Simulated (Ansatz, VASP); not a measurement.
**Two plane-wave programs on ZnAu**

```xyz
2
Lattice="3.2087 0.0000 0.0000 0.0000 3.2087 0.0000 0.0000 0.0000 3.2087" Properties=species:S:1:pos:R:3 pbc="T T T"
Zn    1.6044    1.6044    1.6044
Au    0.0000    0.0000    0.0000
```

Change from the starting cell: volume scaled by 1.06, PAW files.

Alike in both runs: task electric field gradients; functional PBEsol; k mesh 13 × 13 × 13; occupations fermi-dirac, width 0.05 eV; no spin polarisation.

```csv
,VASP,Ansatz
version,VASP 6.6.1,Ansatz 0.2.0
potentials or method,"VASP PAW PBE potentials, release 64 (Zn, Au)","PAW with Ansatz's default frozen-core files, scalar-relativistic"
plane-wave cutoff (eV),520,420
valence electrons in the cell,23,31
```

```csv
,VASP,Ansatz,Ansatz less VASP
pressure (GPa),-8.7,-8.8,-0.13
```

VASP's potentials were made for PBE, not for PBEsol. VASP's potentials hold 23 valence electrons a cell and Ansatz's 31, so a difference there can come from the potentials and not from the codes.

Neither program's run includes spin-orbit coupling.
